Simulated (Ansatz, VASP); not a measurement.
# TaVN2 in VASP and in Ansatz

```
CELL_PARAMETERS angstrom
3.02940 0.00000 0.00000
0.00000 3.02940 0.00000
0.00000 0.00000 4.26723
ATOMIC_POSITIONS crystal
Ta 0.00000 0.00000 0.00000
V 0.50000 0.50000 0.50000
N 0.50000 0.50000 0.00000
N 0.00000 0.00000 0.50000
```

Alike in both runs: task single point; functional r2SCAN; k mesh 9 × 9 × 6; occupations fermi-dirac, width 0.05 eV; collinear spin.

```csv
,VASP,Ansatz
version,VASP 6.6.1,Ansatz 0.2.0
potentials or method,"VASP PAW PBE potentials, release 64 (Ta_pv, V_sv, N)",Ansatz PAW
plane-wave cutoff (eV),520,500
valence electrons in the cell,34,36
```

```csv
,VASP,Ansatz,Ansatz less VASP
gap on the k mesh at the Fermi level (eV),none,none,-
pressure (GPa),8.7,7.1,-1.58
"traceless stress, the component that is largest in VASP (GPa)",-0.78,-1.18,-0.403
net moment per atom (μB),0.46,0.47,+0.005
size of the moment on the site where the two differ most (μB),1.80,1.55,-0.246
```

VASP's potentials were made for PBE, not for r2SCAN. Site moments also hang on the region over which each program counts them. A gap of «none» marks a metal or a gap that the smearing closes. VASP's potentials hold 34 valence electrons a cell and Ansatz's 36, so a difference there can come from the potentials and not from the codes.

Neither program's run includes spin-orbit coupling. Noted on Ansatz's run: the magnetic or orbital state may not be the lowest.
